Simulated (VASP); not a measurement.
Set up this calculation in VASP 6.6.1, as the native input.

```
Task                   : single point
Functional             : PBE
Potentials or basis    : VASP PAW PBE potentials, release 64 (Ge_d, F)
Cutoff                 : 520 eV
k mesh                 : 7 × 5 × 1
Occupations            : gaussian, width 0.1 eV
Spin                   : no spin polarisation
Dipole correction      : yes
Further INCAR settings : ALGO = Normal; EDIFF = 1e-06; NBANDS = 54
```

The structure of Ge6F lies in POSCAR:

```
Ge6F
1.0
    4.0740542126      0.0000000000      0.0000000000
    0.0000000000      5.7615827213      0.0000000000
    0.0000000000      0.0000000000     19.5242196736
Ge F
6 1
Direct
    0.5000000000      0.0000000000      0.2048737449
    0.0000000000      0.2500000000      0.2048737449
    0.0000000000      0.5005156572      0.3087424246
    0.5000000000      0.7494843428      0.3087424246
    0.5000000000      0.0069199665      0.4109879835
    0.0000000000      0.2430800335      0.4109879835
    0.8333333333      0.5069199665      0.4577882453
```

These files were run (other wordings do the same):

INCAR

```
  PREC = Accurate
  ENCUT = 520
  EDIFF = 1E-6
  ISMEAR = 0
  SIGMA = 0.1
  LREAL = F
  LASPH = T
  NELM = 60
  ALGO = Normal
  ISIF = 2
  LWAVE = F
  LCHARG = F
  LDIPOL = T
  IDIPOL = 3
  DIPOL = 0.5 0.5 0.330
  GGA = PE
  NBANDS = 54
```

KPOINTS

```
regular mesh
0
Gamma
  7 5 1
```

Potentials or basis: VASP PAW PBE potentials, release 64 (Ge_d, F).

Command:

```sh
$ cat potpaw_PBE.64/Ge_d/POTCAR potpaw_PBE.64/F/POTCAR > POTCAR
$ mpirun -np 1 vasp_std > vasp.out
```

It gave:

```yaml
Largest_force: 1.292 eV/Å
Band_gap_on_the_k_mesh: zero (an odd number of electrons rules out a gap without spin polarisation)
```

Caveat: an odd number of electrons without spin polarisation forces a metal; a magnetic or distorted state may lie lower.

Wall time 9.5 min on 1 thread of Intel(R) Xeon(R) 6975P-C (Granite Rapids) (shared host), peak memory 0.68 GiB.
